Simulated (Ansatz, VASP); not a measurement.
## Two plane-wave programs on HfC2

```
Hf C
1.0
     3.00361    0.00000    0.00000
    -1.50181    2.60121    0.00000
     0.00000    0.00000    5.86031
Hf C
1 2
Direct
  0.00000 0.00000 0.50000
  0.00000 0.00000 0.89353
  0.00000 0.00000 0.10647
```

Alike in both runs: task single point; functional PBE; k mesh 6 × 6 × 4; occupations gaussian, width 0.1 eV; no spin polarisation.

```csv
,VASP,Ansatz
version,VASP 6.6.1,Ansatz 0.2.0
potentials or method,"VASP PAW PBE potentials, release 64 (Hf_pv, C), cutoff 520 eV","scalar-relativistic, plane waves, PAW"
valence electrons in the cell,18,34
```

|  | VASP | Ansatz | Ansatz less VASP |
| --- | --- | --- | --- |
| gap on the k mesh at the Fermi level (eV) | none | none | - |
| pressure (GPa) | 5.2 | 5.3 | +0.08 |
| traceless stress, the component that is largest in VASP (GPa) | -12.72 | -12.97 | -0.249 |
| rms of the force components (eV/Å) | 1.653 | 1.590 | -0.0627 |

Atom by atom the forces differ by 0.063 eV/Å (rms over components). A gap of «none» marks a metal or a gap that the smearing closes. The functional is the same, so the differences come from potentials, cutoffs and numerics. VASP's potentials hold 18 valence electrons a cell and Ansatz's 34, so a difference there can come from the potentials and not from the codes.

The k mesh is coarse, so the values compare programs but aren't converged. Neither program's run includes spin-orbit coupling.
